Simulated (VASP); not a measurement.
# Y (I4/mmm) in VASP: a series of runs, part 2 of 2

VASP 6.6.1.

### Step 4. Single point, PBEsol (strain -0.025 along x and y, +0.025 along z)

Contents of INCAR:

```
SYSTEM = Y
  PREC = Accurate
  ENCUT = 520
  EDIFF = 1E-7
  ISMEAR = 0
  SIGMA = 0.15
  LREAL = .False.
  LASPH = .True.
  NELM = 60
  ALGO = Fast
  ISIF = 2
  LWAVE = .False.
  LCHARG = .False.
  GGA = PS
  NBANDS = 12
```

Contents of KPOINTS:

```
Automatic mesh
0
Gamma
  16 16 16
  0 0 0
```

Contents of POSCAR:

```
Y
1.0
    0.0000000000      2.4228750000      2.5471250000
    2.4228750000      0.0000000000      2.5471250000
    2.4228750000      2.4228750000      0.0000000000
Y
1
Direct
    0.0000000000      0.0000000000      0.0000000000
```

Potentials or basis: VASP PAW PBE potentials, release 64 (Y_sv).

On the command line:

```console
> cat potpaw_PBE.64/Y_sv/POTCAR > POTCAR
> mpirun -np 1 vasp_std > vasp.out
```

OUTCAR:

```text
SYSTEM = Y
   PREC = Accurate
   ENCUT = 520
   EDIFF = 1E-7
   ISMEAR = 0
   LREAL = .False.
   LASPH = .True.
   NELM = 60
   ISIF = 2
   GGA = PS

 ion  position               nearest neighbor table
   1  0.000  0.000  0.000-

  LATTYP: Found a body centered tetragonal cell.
 ALAT       =     3.4264626849
 C/A-ratio  =     1.4867373348

  Lattice vectors:

 A1 = (  -2.4228750000,   0.0000000000,   2.5471250000)
 A2 = (   2.4228750000,   0.0000000000,   2.5471250000)
 A3 = (   0.0000000000,   2.4228750000,  -2.5471250000)

Analysis of symmetry for initial positions (statically):
=====================================================================
 Subroutine PRICEL returns:
 Original cell was already a primitive cell.

 Routine SETGRP: Setting up the symmetry group for a
 body centered tetragonal supercell.

 Subroutine GETGRP returns: Found 16 space group operations
 (whereof 16 operations were pure point group operations)
 out of a pool of 16 trial point group operations.

The static configuration has the point symmetry D_4h.

Analysis of symmetry for dynamics (positions and initial velocities):
=====================================================================
 Subroutine PRICEL returns:
 Original cell was already a primitive cell.

 Routine SETGRP: Setting up the symmetry group for a
 body centered tetragonal supercell.

 Subroutine GETGRP returns: Found 16 space group operations
 (whereof 16 operations were pure point group operations)
 out of a pool of 16 trial point group operations.

The dynamic configuration has the point symmetry D_4h.

 Subroutine INISYM returns: Found 16 space group operations
 (whereof 16 operations are pure point group operations),
 and found     1 'primitive' translations

----------------------------------------------------------------------------------------

                                     Primitive cell

[... 115 lines left out ...]
   AEXX    =    0.0000 exact exchange contribution
   IVDW    =     0    specifies the selected vdW correction
   LEPSILON=     F    determine dielectric tensor
   LRPA    =     F    only Hartree local field effects (RPA)
 non-spin polarized calculation
 RMM-DIIS sequential band-by-band and
 Gauss-broadening in eV      SIGMA  =   0.15
  energy-cutoff  :      520.00
  volume of cell :       29.90
 maximum number of plane-waves:       821
 NGX is ok and might be reduce to    28
   NGX = 13   NGY = 13   NGZ = 13

 number of electron      11.0000001 magnetization

 Free energy of the ion-electron system (eV)
  ---------------------------------------------------
  ext. energy  EPLUGINS =         0.00000000
  ---------------------------------------------------
  free energy    TOTEN  =        -6.80207719 eV

  energy without entropy =       -6.78654555  energy(sigma->0) =       -6.79431137

 E-fermi :   3.3982     XC(G=0):  -9.9044

 val. band max:        3.3961355018   @ k =  -0.2500   0.1250   0.3125
 cond. band min:       3.4023617872   @ k =  -0.4375   0.3750   0.1875
 fundamental gap:      0.0062262854
 Fermi energy:         3.3981657681

 k-point     1 :       0.0000    0.0000    0.0000
  band No.  band energies     occupation
      1     -38.9932      2.00000
      2     -18.6395      2.00000
      3     -18.6328      2.00000
      4     -18.6328      2.00000
      5      -1.4934      2.00000
      6       4.9750      0.00000
      7       5.4271      0.00000
      8       5.4271      0.00000
      9       7.1321      0.00000
     10       7.8144      0.00000
     11      12.6533      0.00000
     12      15.4744      0.00000
[... 331 lines left out ...]
 k-point    24 :      -0.0625    0.0625    0.0000
  band No.  band energies     occupation
      1     -38.9833      2.00000
      2     -18.7152      2.00000
      3     -18.6587      2.00000
      4     -18.6353      2.00000
      5      -1.1998      2.00000
      6       5.0522      0.00000
      7       5.1363      0.00000
      8       5.5594      0.00000
      9       7.1765      0.00000
     10       7.4945      0.00000
     11      13.3177      0.00000
     12      15.3231      0.00000

 [... further k-points ...]

------------------------ aborting loop because EDIFF is reached ----------------------------------------

  FORCE on cell =-STRESS in cart. coord.  units (eV):
  Direction    XX          YY          ZZ          XY          YZ          ZX
  --------------------------------------------------------------------------------------
  -------------------------------------------------------------------------------------
  Total        0.3245409      0.3245409      0.0102208      0.0000000      0.0000000      0.0000000
  in kB       17.3875254     17.3875254      0.5475863      0.0000000      0.0000000      0.0000000
  external PRESSURE =      11.7742123 kB  Pullay stress =       0.0000000 kB

 VOLUME and BASIS-vectors are now :
 -----------------------------------------------------------------------------
  energy-cutoff  :      520.00
  volume of cell :       29.90
      direct lattice vectors                 reciprocal lattice vectors
     0.000000000  2.422875000  2.547125000    -0.206366404  0.206366404  0.196299750
     2.422875000  0.000000000  2.547125000     0.206366404 -0.206366404  0.196299750
     2.422875000  2.422875000  0.000000000     0.206366404  0.206366404 -0.196299750

 POSITION                                       TOTAL-FORCE (eV/Angst)
 -----------------------------------------------------------------------------------
      0.00000      0.00000      0.00000         0.000000      0.000000      0.000000
 -----------------------------------------------------------------------------------
    total drift:                               -0.000000     -0.000000     -0.000000

  FREE ENERGIE OF THE ION-ELECTRON SYSTEM (eV)
  ---------------------------------------------------
  free  energy   TOTEN  =        -6.8020771857 eV

  energy  without entropy=       -6.7865455498  energy(sigma->0) =       -6.79431137
```

OSZICAR:

```text
N       E                     dE             d eps       ncg     rms          rms(c)
DAV:   1     0.245195241269E+02    0.24520E+02   -0.56354E+03  8392   0.840E+02
DAV:   2    -0.570940786856E+01   -0.30229E+02   -0.29351E+02 10076   0.166E+02
DAV:   3    -0.696067646753E+01   -0.12513E+01   -0.12318E+01 11848   0.220E+01
DAV:   4    -0.699122725161E+01   -0.30551E-01   -0.30529E-01  9508   0.318E+00
DAV:   5    -0.699181443123E+01   -0.58718E-03   -0.58716E-03 10724   0.346E-01    0.234E+01
RMM:   6    -0.682892012857E+01    0.16289E+00   -0.15317E-01  9413   0.243E+00    0.142E+01
RMM:   7    -0.680581208931E+01    0.23108E-01   -0.33361E-01 11151   0.357E+00    0.144E+00
RMM:   8    -0.680214914098E+01    0.36629E-02   -0.42182E-02  9921   0.149E+00    0.750E-01
RMM:   9    -0.680207811792E+01    0.71023E-04   -0.84406E-03 11881   0.578E-01    0.225E-01
RMM:  10    -0.680546571227E+01   -0.33876E-02   -0.88952E-03 11980   0.599E-01    0.141E+00
RMM:  11    -0.680202140006E+01    0.34443E-02   -0.70132E-03 10447   0.755E-01    0.102E-01
RMM:  12    -0.680205805109E+01   -0.36651E-04   -0.59380E-04 11203   0.211E-01    0.733E-02
RMM:  13    -0.680207109659E+01   -0.13046E-04   -0.12002E-04 12247   0.694E-02    0.274E-02
RMM:  14    -0.680207585943E+01   -0.47628E-05   -0.32584E-05 12766   0.373E-02    0.645E-03
RMM:  15    -0.680207712000E+01   -0.12606E-05   -0.68264E-06 12243   0.144E-02    0.989E-03
RMM:  16    -0.680207724428E+01   -0.12428E-06   -0.19603E-06 10957   0.735E-03    0.242E-03
RMM:  17    -0.680207718566E+01    0.58621E-07   -0.47706E-07  8640   0.345E-03
   1 F= -.68020772E+01 E0= -.67943114E+01  d E =-.155316E-01
```

Run time: 2.9 min. Hardware: 1 thread of Intel Xeon Platinum 8259CL at 2.50GHz (Skylake/Cascade Lake), shared host; peak memory 0.28 GiB.

What came out:

```yaml
Free_energy: -6.8021 eV
Pressure: 1.2 GPa
```

Stress tensor (GPa, compression positive):
```
1.74 0.00 0.00
0.00 1.74 0.00
0.00 0.00 0.05
```

Caveat: the cell differs from its parent crystal (strain -0.025 along x and y, +0.025 along z); the PAW data sets were made with another functional, which shifts forces and pressure a little.

### Step 5. The runs side by side

| cell | gap on the mesh (eV) | pressure (GPa) |
| --- | --- | --- |
| a = 3.646, b = 3.646, c = 3.602 Å, angles 60.4, 60.4, 59.2°, 1 atom | none | -3.5 |
| a = 3.646, b = 3.646, c = 3.690 Å, angles 59.6, 59.6, 60.8°, 1 atom | none | -4.2 |
| a = 3.515, b = 3.515, c = 3.426 Å, angles 60.8, 60.8, 58.3°, 1 atom | none | 1.2 |

Alike in all rows: task single point; level PBEsol; potentials or basis VASP PAW PBE potentials, release 64 (Y_sv); no spin polarisation; k mesh 16 × 16 × 16; cutoff (eV) 520; smearing gaussian 0.15 eV.

Caveats: the PAW data sets were made with another functional, which shifts forces and pressure a little.

Absolute energies hang on the potentials; compare differences alone.
